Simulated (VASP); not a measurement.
# Pb (P6_3mc) in VASP: single point with PBE

Aim: the single point of Pb with PBE.

Everything below comes from runs of VASP 6.6.1. Logs are shortened: lines on timing, memory, paths and dates and some standing lists are left out, and cuts for length are marked.

### 1 The cell of the first run

Symmetry: P6_3mc, No. 186, hexagonal system. The conventional cell has a = 3.596 Å, b = 3.596 Å, c = 11.902 Å, α = 90.00°, β = 90.00°, γ = 120.00°. Within 4.2 Å of Pb (site symmetry 3m) lie 12 Pb at 3.22 to 4.06 Å. Within 4.2 Å of Pb (site symmetry 3m) lie 12 Pb at 3.22 to 4.06 Å.

### 2 Single point, PBE (strained and its atoms moved)

File INCAR:

```
SYSTEM = Pb
PREC = Accurate
ENCUT = 520
EDIFF = 1E-6
ISMEAR = 0
SIGMA = 0.1
LREAL = .FALSE.
LASPH = .TRUE.
NELM = 100
ALGO = Normal
ISIF = 2
LWAVE = .FALSE.
LCHARG = .FALSE.
GGA = PE
NBANDS = 36
```

File KPOINTS:

```
Automatic mesh
0
G
  12 12 4
  0 0 0
```

File POSCAR:

```
Pb
1.0
    3.5961927243      0.0000000000      0.0000000000
   -1.7980963621      3.1143942562      0.0000000000
    0.0000000000      0.0000000000     11.9019434652
Pb
4
Direct
    0.0000000000      0.0000000000     -0.0217481288
    0.3333333300      0.6666666700      0.2717481288
    0.0000000000      0.0000000000      0.4782518712
    0.6666666700      0.3333333300      0.7717481288
```

Potentials or basis: VASP PAW PBE potentials, release 64 (Pb_d).

Run with:

```bash
$ cat potpaw_PBE.64/Pb_d/POTCAR > POTCAR
$ mpirun -np 1 vasp_std > vasp.out
```

OUTCAR:

```text
SYSTEM = Pb
   PREC = Accurate
   ENCUT = 520
   EDIFF = 1E-6
   ISMEAR = 0
   LREAL = .FALSE.
   LASPH = .TRUE.
   NELM = 100
   ISIF = 2
   GGA = PE

 ion  position               nearest neighbor table
   1  0.000  0.000  0.978-   4 3.22   4 3.22   4 3.22   2 4.06   2 4.06   2 4.06
   2  0.333  0.667  0.272-   3 3.22   3 3.22   3 3.22   1 4.06   1 4.06   1 4.06
   3  0.000  0.000  0.478-   2 3.22   2 3.22   2 3.22   4 4.06   4 4.06   4 4.06
   4  0.667  0.333  0.772-   1 3.22   1 3.22   1 3.22   3 4.06   3 4.06   3 4.06

  LATTYP: Found a hexagonal cell.
 ALAT       =     3.5961927243
 C/A-ratio  =     3.3095955578

  Lattice vectors:

 A1 = (   3.5961927243,   0.0000000000,   0.0000000000)
 A2 = (  -1.7980963621,   3.1143942562,   0.0000000000)
 A3 = (   0.0000000000,   0.0000000000,  11.9019434652)

Analysis of symmetry for initial positions (statically):
=====================================================================
 Subroutine PRICEL returns:
 Original cell was already a primitive cell.

 Routine SETGRP: Setting up the symmetry group for a
 hexagonal supercell.

 Subroutine GETGRP returns: Found 12 space group operations
 (whereof  6 operations were pure point group operations)
 out of a pool of 24 trial point group operations.

The static configuration has the point symmetry C_3v.
 The point group associated with its full space group is C_6v.

Analysis of symmetry for dynamics (positions and initial velocities):
=====================================================================
 Subroutine PRICEL returns:
 Original cell was already a primitive cell.

 Routine SETGRP: Setting up the symmetry group for a
 hexagonal supercell.

 Subroutine GETGRP returns: Found 12 space group operations
 (whereof  6 operations were pure point group operations)
 out of a pool of 24 trial point group operations.

The dynamic configuration has the point symmetry C_3v.
 The point group associated with its full space group is C_6v.

 Subroutine INISYM returns: Found 12 space group operations
 (whereof  6 operations are pure point group operations),
 and found     1 'primitive' translations

----------------------------------------------------------------------------------------

                                     Primitive cell

  volume of cell :     133.3013

  direct lattice vectors                    reciprocal lattice vectors
     3.596192724  0.000000000  0.000000000     0.278071860  0.160544863  0.000000000
    -1.798096362  3.114394256  0.000000000     0.000000000  0.321089727  0.000000000
     0.000000000  0.000000000 11.901943465     0.000000000  0.000000000  0.084019892

  length of vectors
     3.596192724  3.596192724 11.901943465     0.321089727  0.321089727  0.084019892

  position of ions in fractional coordinates (direct lattice)
     0.000000000  0.000000000  0.978251871
     0.333333330  0.666666670  0.271748129
     0.000000000  0.000000000  0.478251871
     0.666666670  0.333333330  0.771748129

  ion indices of the primitive-cell ions
   primitive index   ion index
                 1           1
                 2           2
                 3           3
                 4           4

----------------------------------------------------------------------------------------

 KPOINTS: Automatic mesh

Automatic generation of k-mesh.
 Grid dimensions read from file:
 generate k-points for:   12   12    4

 Generating k-lattice:

  Cartesian coordinates                     Fractional coordinates (reciprocal lattice)
     0.023172655  0.013378739  0.000000000     0.083333333 -0.000000000  0.000000000
     0.000000000  0.026757477  0.000000000     0.000000000  0.083333333  0.000000000
     0.000000000  0.000000000  0.021004973     0.000000000  0.000000000  0.250000000

  Length of vectors
     0.026757477  0.026757477  0.021004973

  Shift w.r.t. Gamma in fractional coordinates (k-lattice)
     0.000000000  0.000000000  0.000000000

 Subroutine IBZKPT returns following result:
 ===========================================

 Found     57 irreducible k-points:

 Following reciprocal coordinates:
            Coordinates               Weight
  0.000000  0.000000  0.000000      1.000000
  0.083333 -0.000000  0.000000      6.000000
  0.166667  0.000000  0.000000      6.000000
  0.250000 -0.000000  0.000000      6.000000
  0.333333  0.000000  0.000000      6.000000
  0.416667 -0.000000  0.000000      6.000000
[... 16 lines left out ...]
  0.250000 -0.000000  0.250000     12.000000
  0.333333  0.000000  0.250000     12.000000
 [... further k-points ...]
   k-points           NKPTS =     57   k-points in BZ     NKDIM =     57   number of bands    NBANDS=     36
   number of dos      NEDOS =    301   number of ions     NIONS =      4
   total plane-waves  NPLWV =  70560
   dimension x,y,z NGX =    28 NGY =   28 NGZ =   90
   dimension x,y,z NGXF=    56 NGYF=   56 NGZF=  180
   ions per type =               4
   NGX,Y,Z   is equivalent  to a cutoff of  12.94, 12.94, 12.57 a.u.
   NGXF,Y,Z  is equivalent  to a cutoff of  25.89, 25.89, 25.14 a.u.
 SYSTEM =  Pb
   PREC   = accura    normal or accurate (medium, high low for compatibility)
   ISTART =      0    job   : 0-new  1-cont  2-samecut
   ICHARG =      2    charge: 1-file 2-atom 10-const
   ISPIN  =      1    spin polarized calculation?
   LNONCOLLINEAR =      F non collinear calculations
   LSORBIT =      F    spin-orbit coupling
   LASPH  =      T    aspherical Exc in radial PAW
   ENCUT  =  520.0 eV  38.22 Ry    6.18 a.u.   6.69  6.69 22.13*2*pi/ulx,y,z
   NELM   =    100;   NELMIN=  2; NELMDL= -5     # of ELM steps
   EDIFF  = 0.1E-05   stopping-criterion for ELM
   LREAL  =      F    real-space projection
   EDIFFG = 0.1E-04   stopping-criterion for IOM
   NSW    =      0    number of steps for IOM
   IBRION =     -1    ionic relax: 0-MD 1-quasi-New 2-CG
   NFREE  =      0    steps in history (QN), initial steepest desc. (CG)
   ISIF   =      2    stress and relaxation
   ISYM   =      2    0-nonsym 1-usesym 2-fastsym
   POTIM  = 0.5000    time-step for ionic-motion
   TEBEG  =    0.0;   TEEND  =   0.0 temperature during run
   PSTRESS=    0.0 pullay stress
   NELECT =      56.0000    total number of electrons
   NUPDOWN=      -1.0000    fix difference up-down
   EMIN   =  10.00;   EMAX   =-10.00  energy-range for DOS
   EFERMI =   0.00;   METHOD = LEGACY
   ISMEAR =     0;   SIGMA  =   0.10  broadening in eV -4-tet -1-fermi 0-gaus
   EFERMI_NEDOS =   21; number of points for ismear=-14 and -15
   IALGO  =     38    algorithm
   IMIX   =      4    mixing-type and parameters
     AMIX     =   0.40;   BMIX     =  1.00
     AMIX_MAG =   1.60;   BMIX_MAG =  1.00
  volume/ion in A,a.u.               =      33.33       224.89
  Fermi-wavevector in a.u.,A,eV,Ry     =   1.226100  2.316994 20.453940  1.503322
  Thomas-Fermi vector in A             =   2.361114
   LORBIT       =      0    0 simple, 1 ext, 2 COOP (PROOUT), +10 PAW based schemes
   GGA     = PE    functional components
   LHFCALC =     F    Hartree Fock is set to
   AEXX    =    0.0000 exact exchange contribution
   IVDW    =     0    specifies the selected vdW correction
   LEPSILON=     F    determine dielectric tensor
   LRPA    =     F    only Hartree local field effects (RPA)
 non-spin polarized calculation
 Gauss-broadening in eV      SIGMA  =   0.10
  energy-cutoff  :      520.00
  volume of cell :      133.30
 maximum number of plane-waves:      3644
 NGX is ok and might be reduce to    28
   NGX = 13   NGY = 13   NGZ = 45

 number of electron      56.0000001 magnetization

 Free energy of the ion-electron system (eV)
  ---------------------------------------------------
  ext. energy  EPLUGINS =         0.00000000
  ---------------------------------------------------
  free energy    TOTEN  =       -13.85253151 eV

  energy without entropy =      -13.83651171  energy(sigma->0) =      -13.84452161

 E-fermi :   6.1902     XC(G=0):  -9.6537

 val. band max:        6.1567366839   @ k =   0.1667   0.1667   0.0000
 cond. band min:       6.2065263443   @ k =   0.1667   0.1667   0.2500
 fundamental gap:      0.0497896603
 Fermi energy:         6.1902375423

 k-point     1 :       0.0000    0.0000    0.0000
  band No.  band energies     occupation
      1     -10.8478      2.00000
      2     -10.8478      2.00000
      3     -10.8454      2.00000
      4     -10.8405      2.00000
      5     -10.8405      2.00000
      6     -10.8375      2.00000
[... 28 lines left out ...]
     35      12.9596      0.00000
     36      12.9596      0.00000

 k-point     2 :       0.0833   -0.0000    0.0000
  band No.  band energies     occupation
      1     -10.8725      2.00000
      2     -10.8679      2.00000
      3     -10.8430      2.00000
      4     -10.8350      2.00000
      5     -10.8147      2.00000
      6     -10.8073      2.00000
[... 28 lines left out ...]
     35      13.0887      0.00000
     36      13.1350      0.00000

 k-point     3 :       0.1667    0.0000    0.0000
  band No.  band energies     occupation
      1     -10.8969      2.00000
      2     -10.8878      2.00000
      3     -10.8343      2.00000
      4     -10.8239      2.00000
      5     -10.8234      2.00000
      6     -10.8165      2.00000
[... 28 lines left out ...]
     35      12.6502      0.00000
     36      12.9870      0.00000
[... 742 lines left out ...]
 k-point    23 :       0.2500   -0.0000    0.2500
  band No.  band energies     occupation
      1     -10.9169      2.00000
      2     -10.9088      2.00000
      3     -10.8392      2.00000
      4     -10.8357      2.00000
      5     -10.8295      2.00000
      6     -10.8190      2.00000
[... 28 lines left out ...]
     35      11.6685      0.00000
     36      12.3760      0.00000

 k-point    24 :       0.3333    0.0000    0.2500
  band No.  band energies     occupation
      1     -10.9340      2.00000
      2     -10.9264      2.00000
      3     -10.8546      2.00000
      4     -10.8517      2.00000
      5     -10.8335      2.00000
      6     -10.8199      2.00000
[... 28 lines left out ...]
     35      11.1062      0.00000
     36      11.8733      0.00000

 [... further k-points ...]

------------------------ aborting loop because EDIFF is reached ----------------------------------------

  FORCE on cell =-STRESS in cart. coord.  units (eV):
  Direction    XX          YY          ZZ          XY          YZ          ZX
  --------------------------------------------------------------------------------------
  -------------------------------------------------------------------------------------
  Total        0.9412648      0.9412648      2.0337999      0.0000000      0.0000000      0.0000000
  in kB       11.3132650     11.3132650     24.4446804      0.0000000      0.0000000      0.0000000
  external PRESSURE =      15.6904035 kB  Pullay stress =       0.0000000 kB

 VOLUME and BASIS-vectors are now :
 -----------------------------------------------------------------------------
  energy-cutoff  :      520.00
  volume of cell :      133.30
      direct lattice vectors                 reciprocal lattice vectors
     3.596192724  0.000000000  0.000000000     0.278071860  0.160544863  0.000000000
    -1.798096362  3.114394256  0.000000000     0.000000000  0.321089727  0.000000000
     0.000000000  0.000000000 11.901943465     0.000000000  0.000000000  0.084019892

 POSITION                                       TOTAL-FORCE (eV/Angst)
 -----------------------------------------------------------------------------------
      0.00000      0.00000     11.64310         0.000000     -0.000000      0.815918
     -0.00000      2.07626      3.23433        -0.000000     -0.000000     -0.815918
      0.00000      0.00000      5.69213         0.000000      0.000000      0.815918
      1.79810      1.03813      9.18530         0.000000      0.000000     -0.815918
 -----------------------------------------------------------------------------------
    total drift:                                0.000000      0.000000     -0.000273

  FREE ENERGIE OF THE ION-ELECTRON SYSTEM (eV)
  ---------------------------------------------------
  free  energy   TOTEN  =       -13.8525315124 eV

  energy  without entropy=      -13.8365117115  energy(sigma->0) =      -13.84452161
```

Wall time 86 s (1 thread of Intel Xeon 6975P-C (Granite Rapids), shared host); peak memory 0.36 GiB.

What came out:

```yaml
Free_energy: -13.8525 eV
Pressure: 1.6 GPa
Largest_force: 0.816 eV/Å
Band_gap_on_the_k_mesh: zero (bands 28 and 29 overlap by 6.61 eV)
```

Forces on the atoms (eV/Å):
```
Pb   0.000  0.000  0.816
Pb   0.000  0.000 -0.816
Pb   0.000  0.000  0.816
Pb   0.000  0.000 -0.816
```

Levels at points of the mesh, in eV from the Fermi level:
```csv
k point,band 26,band 27,band 28,band 29,band 30,band 31
"(0.00, 0.00, 0.00)",-0.04,1.63,4.96,4.96,5.25,5.25
"(0.50, 0.00, 0.00)",-3.24,-2.14,-1.67,0.57,1.25,1.78
"(0.00, 0.00, 0.50)",-2.14,4.35,4.35,5.09,5.09,5.09
"(0.50, 0.00, 0.50)",-3.24,-2.24,-2.24,1.57,1.57,1.99
```

Caveat: the cell differs from its parent crystal (strained and its atoms moved); spin-orbit coupling is left out, which moves the levels of the heavy elements.

The gap in the log of VASP goes by the Fermi energy; the results here count the filled bands.